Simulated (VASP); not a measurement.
# Sn (Fd-3m) in VASP: a series of runs, part 2 of 2

VASP 6.6.1.

## Step 3: Single point, PBEsol

This run uses another cell than the first one, of 29.73 Å³/atom.

INCAR reads:

```
SYSTEM = Sn
ALGO = Normal
EDIFF = 1E-6
ENCUT = 520
GGA = PS
ISIF = 2
ISMEAR = -1
LASPH = .TRUE.
LCHARG = .FALSE.
LREAL = .FALSE.
LWAVE = .FALSE.
NBANDS = 21
NELM = 80
PREC = Accurate
SIGMA = 0.08
```

KPOINTS reads:

```
k-points
0
G
  14 14 14
  0 0 0
```

POSCAR reads:

```
Sn
1.0
    0.0000000000      3.0980316733      3.0980316733
    3.0980316733      0.0000000000      3.0980316733
    3.0980316733      3.0980316733      0.0000000000
Sn
2
Direct
    0.5000000000      0.5000000000      0.5000000000
    0.7500000000      0.7500000000      0.7500000000
```

Potentials or basis: VASP PAW PBE potentials, release 64 (Sn_d).

The run is started by

```sh
> cat potpaw_PBE.64/Sn_d/POTCAR > POTCAR
> mpirun -np 1 vasp_std > vasp.out
```

OUTCAR:

```text
SYSTEM = Sn
   EDIFF = 1E-6
   ENCUT = 520
   GGA = PS
   ISIF = 2
   ISMEAR = -1
   LASPH = .TRUE.
   LREAL = .FALSE.
   NELM = 80
   PREC = Accurate

 ion  position               nearest neighbor table
   1  0.500  0.500  0.500-   2 2.68   2 2.68   2 2.68   2 2.68
   2  0.750  0.750  0.750-   1 2.68   1 2.68   1 2.68   1 2.68

  LATTYP: Found a face centered cubic cell.
 ALAT       =     6.1960633466

  Lattice vectors:

 A1 = (   0.0000000000,   3.0980316733,   3.0980316733)
 A2 = (   3.0980316733,   0.0000000000,   3.0980316733)
 A3 = (   3.0980316733,   3.0980316733,   0.0000000000)

Analysis of symmetry for initial positions (statically):
=====================================================================
 Subroutine PRICEL returns:
 Original cell was already a primitive cell.

 Routine SETGRP: Setting up the symmetry group for a
 face centered cubic supercell.

 Subroutine GETGRP returns: Found 48 space group operations
 (whereof 24 operations were pure point group operations)
 out of a pool of 48 trial point group operations.

The static configuration has the point symmetry T_d .
 The point group associated with its full space group is O_h .

Analysis of symmetry for dynamics (positions and initial velocities):
=====================================================================
 Subroutine PRICEL returns:
 Original cell was already a primitive cell.

 Routine SETGRP: Setting up the symmetry group for a
 face centered cubic supercell.

 Subroutine GETGRP returns: Found 48 space group operations
 (whereof 24 operations were pure point group operations)
 out of a pool of 48 trial point group operations.

The dynamic configuration has the point symmetry T_d .
 The point group associated with its full space group is O_h .

 Subroutine INISYM returns: Found 48 space group operations
 (whereof 24 operations are pure point group operations),
 and found     1 'primitive' translations

----------------------------------------------------------------------------------------

                                     Primitive cell

  volume of cell :      59.4686

  direct lattice vectors                    reciprocal lattice vectors
     0.000000000  3.098031673  3.098031673    -0.161392798  0.161392798  0.161392798
     3.098031673  0.000000000  3.098031673     0.161392798 -0.161392798  0.161392798
     3.098031673  3.098031673  0.000000000     0.161392798  0.161392798 -0.161392798

  length of vectors
     4.381278409  4.381278409  4.381278409     0.279540526  0.279540526  0.279540526

  position of ions in fractional coordinates (direct lattice)
     0.500000000  0.500000000  0.500000000
     0.750000000  0.750000000  0.750000000

  ion indices of the primitive-cell ions
   primitive index   ion index
                 1           1
                 2           2

----------------------------------------------------------------------------------------

 KPOINTS: k-points

Automatic generation of k-mesh.
 Grid dimensions read from file:
 generate k-points for:   14   14   14

 Generating k-lattice:

  Cartesian coordinates                     Fractional coordinates (reciprocal lattice)
    -0.011528057  0.011528057  0.011528057     0.071428571  0.000000000  0.000000000
     0.011528057 -0.011528057  0.011528057     0.000000000  0.071428571  0.000000000
     0.011528057  0.011528057 -0.011528057     0.000000000  0.000000000  0.071428571

  Length of vectors
     0.019967180  0.019967180  0.019967180

  Shift w.r.t. Gamma in fractional coordinates (k-lattice)
     0.000000000  0.000000000  0.000000000

 Subroutine IBZKPT returns following result:
 ===========================================

 Found    104 irreducible k-points:

 Following reciprocal coordinates:
            Coordinates               Weight
  0.000000  0.000000  0.000000      1.000000
  0.071429  0.000000  0.000000      8.000000
  0.142857  0.000000  0.000000      8.000000
  0.214286  0.000000  0.000000      8.000000
  0.285714  0.000000  0.000000      8.000000
  0.357143  0.000000  0.000000      8.000000
[... 16 lines left out ...]
  0.214286  0.142857  0.000000     24.000000
  0.285714  0.142857  0.000000     24.000000
 [... further k-points ...]
   k-points           NKPTS =    104   k-points in BZ     NKDIM =    104   number of bands    NBANDS=     21
   number of dos      NEDOS =    301   number of ions     NIONS =      2
   total plane-waves  NPLWV =  46656
   dimension x,y,z NGX =    36 NGY =   36 NGZ =   36
   dimension x,y,z NGXF=    72 NGYF=   72 NGZF=   72
   ions per type =               2
   NGX,Y,Z   is equivalent  to a cutoff of  13.66, 13.66, 13.66 a.u.
   NGXF,Y,Z  is equivalent  to a cutoff of  27.32, 27.32, 27.32 a.u.
 SYSTEM =  Sn
   PREC   = accura    normal or accurate (medium, high low for compatibility)
   ISTART =      0    job   : 0-new  1-cont  2-samecut
   ICHARG =      2    charge: 1-file 2-atom 10-const
   ISPIN  =      1    spin polarized calculation?
   LNONCOLLINEAR =      F non collinear calculations
   LSORBIT =      F    spin-orbit coupling
   LASPH  =      T    aspherical Exc in radial PAW
   ENCUT  =  520.0 eV  38.22 Ry    6.18 a.u.   8.15  8.15  8.15*2*pi/ulx,y,z
   NELM   =     80;   NELMIN=  2; NELMDL= -5     # of ELM steps
   EDIFF  = 0.1E-05   stopping-criterion for ELM
   LREAL  =      F    real-space projection
   EDIFFG = 0.1E-04   stopping-criterion for IOM
   NSW    =      0    number of steps for IOM
   IBRION =     -1    ionic relax: 0-MD 1-quasi-New 2-CG
   NFREE  =      0    steps in history (QN), initial steepest desc. (CG)
   ISIF   =      2    stress and relaxation
   ISYM   =      2    0-nonsym 1-usesym 2-fastsym
   POTIM  = 0.5000    time-step for ionic-motion
   TEBEG  =    0.0;   TEEND  =   0.0 temperature during run
   PSTRESS=    0.0 pullay stress
   NELECT =      28.0000    total number of electrons
   NUPDOWN=      -1.0000    fix difference up-down
   EMIN   =  10.00;   EMAX   =-10.00  energy-range for DOS
   EFERMI =   0.00;   METHOD = LEGACY
   ISMEAR =    -1;   SIGMA  =   0.08  broadening in eV -4-tet -1-fermi 0-gaus
   EFERMI_NEDOS =   21; number of points for ismear=-14 and -15
   IALGO  =     38    algorithm
   IMIX   =      4    mixing-type and parameters
     AMIX     =   0.40;   BMIX     =  1.00
     AMIX_MAG =   1.60;   BMIX_MAG =  1.00
  volume/ion in A,a.u.               =      29.73       200.66
  Fermi-wavevector in a.u.,A,eV,Ry     =   1.273596  2.406747 22.069283  1.622047
  Thomas-Fermi vector in A             =   2.406411
   LORBIT       =      0    0 simple, 1 ext, 2 COOP (PROOUT), +10 PAW based schemes
   GGA     = PS    functional components
   LHFCALC =     F    Hartree Fock is set to
   AEXX    =    0.0000 exact exchange contribution
   IVDW    =     0    specifies the selected vdW correction
   LEPSILON=     F    determine dielectric tensor
   LRPA    =     F    only Hartree local field effects (RPA)
 non-spin polarized calculation
  energy-cutoff  :      520.00
  volume of cell :       59.47
 maximum number of plane-waves:      1639
 NGX is ok and might be reduce to    36
   NGX = 17   NGY = 17   NGZ = 17

 number of electron      27.9999998 magnetization

 Free energy of the ion-electron system (eV)
  ---------------------------------------------------
  ext. energy  EPLUGINS =         0.00000000
  ---------------------------------------------------
  free energy    TOTEN  =        -8.18970920 eV

  energy without entropy =       -8.18830017  energy(sigma->0) =       -8.18900468

 E-fermi :   7.2266     XC(G=0):  -9.6905

 val. band max:        7.1701074473   @ k =   0.0000   0.0000   0.0000
 cond. band min:       7.3220414078   @ k =   0.5000   0.0000   0.0000
 fundamental gap:      0.1519339604
 Fermi energy:         7.2266159212

 k-point     1 :       0.0000    0.0000    0.0000
  band No.  band energies     occupation
      1     -14.8695      2.00000
      2     -14.8695      2.00000
      3     -14.8695      2.00000
      4     -14.7873      2.00000
      5     -14.7873      2.00000
      6     -14.3404      2.00000
[... 13 lines left out ...]
     20      15.3721      0.00000
     21      15.3749      0.00000

 k-point     2 :       0.0714    0.0000    0.0000
  band No.  band energies     occupation
      1     -14.8760      2.00000
      2     -14.8760      2.00000
      3     -14.8678      2.00000
      4     -14.7784      2.00000
      5     -14.7784      2.00000
      6     -14.3513      2.00000
[... 520 lines left out ...]
 k-point    24 :       0.2857    0.1429    0.0000
  band No.  band energies     occupation
      1     -14.9206      2.00000
      2     -14.9042      2.00000
      3     -14.8573      2.00000
      4     -14.7279      2.00000
      5     -14.6798      2.00000
      6     -14.4788      2.00000
[... 13 lines left out ...]
     20      14.5986      0.00000
     21      15.3033      0.00000

 [... further k-points ...]
[... 5 lines left out ...]
  --------------------------------------------------------------------------------------
  -------------------------------------------------------------------------------------
  Total        3.6586159      3.6586159      3.6586159     -0.0000000      0.0000000     -0.0000000
  in kB       98.5688853     98.5688853     98.5688853     -0.0000000      0.0000000     -0.0000000
  external PRESSURE =      98.5688853 kB  Pullay stress =       0.0000000 kB

 VOLUME and BASIS-vectors are now :
 -----------------------------------------------------------------------------
  energy-cutoff  :      520.00
  volume of cell :       59.47
      direct lattice vectors                 reciprocal lattice vectors
     0.000000000  3.098031673  3.098031673    -0.161392798  0.161392798  0.161392798
     3.098031673  0.000000000  3.098031673     0.161392798 -0.161392798  0.161392798
     3.098031673  3.098031673  0.000000000     0.161392798  0.161392798 -0.161392798

 POSITION                                       TOTAL-FORCE (eV/Angst)
 -----------------------------------------------------------------------------------
      3.09803      3.09803      3.09803        -0.000000     -0.000000     -0.000000
      4.64705      4.64705      4.64705         0.000000      0.000000      0.000000
 -----------------------------------------------------------------------------------
    total drift:                                0.000000      0.000000      0.000000

  FREE ENERGIE OF THE ION-ELECTRON SYSTEM (eV)
  ---------------------------------------------------
  free  energy   TOTEN  =        -8.1897092024 eV

  energy  without entropy=       -8.1883001661  energy(sigma->0) =       -8.18900468
```

OSZICAR:

```text
N       E                     dE             d eps       ncg     rms          rms(c)
DAV:   1     0.232409688789E+03    0.23241E+03   -0.14984E+04  4431   0.206E+03
DAV:   2     0.172543257848E+02   -0.21516E+03   -0.21038E+03  4388   0.461E+02
DAV:   3    -0.752467229236E+01   -0.24779E+02   -0.24624E+02  5133   0.142E+02
DAV:   4    -0.831625603080E+01   -0.79158E+00   -0.79116E+00  4973   0.285E+01
DAV:   5    -0.834276059334E+01   -0.26505E-01   -0.26504E-01  6302   0.505E+00    0.403E+00
DAV:   6    -0.823829215977E+01    0.10447E+00   -0.49272E-02  5900   0.280E+00    0.229E+00
DAV:   7    -0.818834802865E+01    0.49944E-01   -0.71322E-02  5293   0.278E+00    0.176E-01
DAV:   8    -0.818949363656E+01   -0.11456E-02   -0.78488E-03  4866   0.990E-01    0.619E-02
DAV:   9    -0.818970651199E+01   -0.21288E-03   -0.35287E-04  5381   0.160E-01    0.118E-02
DAV:  10    -0.818970861745E+01   -0.21055E-05   -0.14773E-05  5415   0.311E-02    0.569E-03
DAV:  11    -0.818970920238E+01   -0.58493E-06   -0.23793E-06  4011   0.109E-02
   1 F= -.81897092E+01 E0= -.81890047E+01  d E =-.140904E-02
```

stdout:

```text
POSCAR found type information on POSCAR Sn
 POSCAR found :  1 types and       2 ions
 scaLAPACK will be used
 -----------------------------------------------------------------------------
|                                                                             |
|                                                                             |
|     You enforced a specific xc type in the INCAR file but a different       |
|     I HOPE YOU KNOW WHAT YOU ARE DOING!                                     |
|                                                                             |
 -----------------------------------------------------------------------------

 LDA part: xc-table for (Slater+PW92), standard interpolation
 POSCAR, INCAR and KPOINTS ok, starting setup
 FFT: planning ... GRIDC
 FFT: planning ... GRID_SOFT
 FFT: planning ... GRID
 WAVECAR not read
 entering main loop
```

Wall time 42 s (1 thread of Intel Xeon 6975P-C (Granite Rapids), shared host); peak memory 0.26 GiB.

Results:

```yaml
Free_energy: -8.1897 eV
Pressure: 9.9 GPa
```

Caveat: the cell stands under pressure; the PAW data sets were made with another functional, which shifts forces and pressure a little; spin-orbit coupling is left out, which moves the levels of the heavy elements.

## Step 4: Single point, PBEsol

This run uses another cell than the first one, of 30.89 Å³/atom.

INCAR reads:

```
SYSTEM = Sn
ALGO     = Normal         ! electronic algorithm
EDIFF    = 1E-7           ! SCF threshold, eV
ENCUT    = 520            ! plane-wave cutoff, eV
GGA      = PS             ! functional
ISIF     = 2              ! what is computed and relaxed
ISMEAR   = -1             ! smearing method
LASPH    = .TRUE.         ! aspherical terms in the spheres
LCHARG   = .FALSE.        ! write CHGCAR
LREAL    = .FALSE.        ! projectors in reciprocal space
LWAVE    = .FALSE.        ! write WAVECAR
NBANDS   = 21             ! bands
NELM     = 100            ! most SCF steps
PREC     = Accurate       ! precision mode
SIGMA    = 0.08           ! smearing width, eV
```

KPOINTS is that of step 3.

POSCAR reads:

```
Sn
1.0
    0.0000000000      3.1375027044      3.1375027044
    3.1375027044      0.0000000000      3.1375027044
    3.1375027044      3.1375027044      0.0000000000
Sn
2
Direct
    0.5000000000      0.5000000000      0.5000000000
    0.7500000000      0.7500000000      0.7500000000
```

The run is started by

```sh
> cat potpaw_PBE.64/Sn_d/POTCAR > POTCAR
> mpirun -np 1 vasp_std > vasp.out
```

Run time: 56 s. Hardware: 1 thread of Intel Xeon 6975P-C (Granite Rapids), shared host; peak memory 0.26 GiB.

It converged, with:

```yaml
Free_energy: -8.3106 eV
Pressure: 6.9 GPa
Band_gap_on_the_k_mesh: zero (filled and empty bands touch)
```

Levels at points of the mesh, in eV from the Fermi level:
| k point | band 11 | band 12 | band 13 | band 14 | band 15 | band 16 | band 17 | band 18 |
| --- | --- | --- | --- | --- | --- | --- | --- | --- |
| (0.00, 0.00, 0.00) | -11.46 | -0.08 | -0.02 | -0.02 | -0.02 | 2.04 | 2.04 | 2.04 |
| (0.50, 0.00, 0.00) | -9.61 | -6.86 | -1.40 | -1.40 | 0.04 | 3.13 | 3.13 | 5.31 |
| (0.50, 0.50, 0.00) | -8.02 | -8.02 | -2.93 | -2.93 | 0.52 | 0.52 | 8.26 | 8.26 |

Caveat: the cell stands under pressure; the PAW data sets were made with another functional, which shifts forces and pressure a little; spin-orbit coupling is left out, which moves the levels of the heavy elements.

## Step 5: Overview

```csv
cell,pressure (GPa)
"a = 4.306 Å, angles 60.0°, 2 atoms",14.8
"a = 4.381 Å, angles 60.0°, 2 atoms",9.9
"a = 4.437 Å, angles 60.0°, 2 atoms",6.9
```

Alike in all rows: task single point; level PBEsol; potentials or basis VASP PAW PBE potentials, release 64 (Sn_d); no spin polarisation; k mesh 14 × 14 × 14; cutoff (eV) 520; smearing fermi-dirac 0.08 eV.

Caveats: the cell stands under pressure; the PAW data sets were made with another functional, which shifts forces and pressure a little; spin-orbit coupling is left out, which moves the levels of the heavy elements.

Absolute energies hang on the potentials; compare differences alone.
